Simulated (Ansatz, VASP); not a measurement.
**Cd: VASP beside Ansatz**

Contents of INCAR:

```
SYSTEM = Cd
PREC = Accurate
ENCUT = 520
EDIFF = 1E-6
ISMEAR = -1
SIGMA = 0.08
LREAL = .False.
LASPH = .True.
NELM = 80
ALGO = Normal
ISIF = 2
LWAVE = .False.
LCHARG = .False.
GGA = PE
NBANDS = 19
```

File KPOINTS:

```
regular mesh
0
Gamma
  12 12 12
  0 0 0
```

POSCAR

```
Cd
1.0
    0.0000000000      3.0514367422      3.0514367422
    3.0514367422      0.0000000000      3.0514367422
    3.0514367422      3.0514367422      0.0000000000
Cd
2
Direct
   -0.1250000000     -0.1250000000     -0.1250000000
    0.1250000000      0.1250000000      0.1250000000
```

Input for Ansatz:

```yaml
crystal:
  lattice:
    - [0.0, 3.0514367422, 3.0514367422]
    - [3.0514367422, 0.0, 3.0514367422]
    - [3.0514367422, 3.0514367422, 0.0]
  atoms:
    - { symbol: Cd, position: [-0.125, -0.125, -0.125] }
    - { symbol: Cd, position: [0.125, 0.125, 0.125] }
kpoints:
  mp_grid: { grid: [12, 12, 12] }
scf:
  occupations: { method: fermi_dirac, width: 0.08 }
hamiltonian:
  xc: pbe
  pseudopotentials: { kind: all_electron, lapw: { basis_error: 0.001 } }
output:
  forces: true
  stress: true
  eigenvalues: true
  populations: true
```

Change from the starting cell: volume scaled by 0.76, LAPW.

Alike in both runs: task single point; functional PBE; k mesh 12 × 12 × 12; occupations fermi-dirac, width 0.08 eV; no spin polarisation.

```csv
,VASP,Ansatz
version,VASP 6.6.1,Ansatz 0.2.0
potentials or method,"VASP PAW PBE potentials, release 64 (Cd), cutoff 520 eV","all-electron LAPW, scalar-relativistic"
```

```csv
,VASP,Ansatz,Ansatz less VASP
pressure (GPa),9.7,9.2,-0.47
```

Ansatz ran all-electron here, and VASP with PAW potentials.
